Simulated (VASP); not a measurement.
Sb, 2 atoms in the cell. The typed cell holds 2 atoms: a = 3.048 Å, b = 4.418 Å, c = 4.417 Å, α = 90.00°, β = 90.12°, γ = 90.00°.  This cell differs from its parent crystal: uniaxial strain along a: -2.0 %.

- Program: VASP 6.6.1
- Task: single point
- Functional: PBE
- Potentials or basis: VASP PAW PBE potentials, release 64 (Sb)
- Cutoff: 520 eV
- k mesh: 14 × 10 × 10
- Occupations: gaussian, width 0.1 eV
- Spin: no spin polarisation
- Dipole correction: no
- Further INCAR settings: ALGO = Normal; EDIFF = 1e-06; NBANDS = 12

Potentials or basis: VASP PAW PBE potentials, release 64 (Sb).

Command:

```bash
$ cat potpaw_PBE.64/Sb/POTCAR > POTCAR
$ mpirun -np 1 vasp_std > vasp.out
```

Hardware: 1 thread of Intel Xeon 8259CL (shared host).

Task: Estimate the wall time of this run.

Result: It took 3.5 min on 1 thread of Intel Xeon 8259CL, on a shared host, peak memory 0.39 GiB. Counts: scf iterations 11, k points 432.
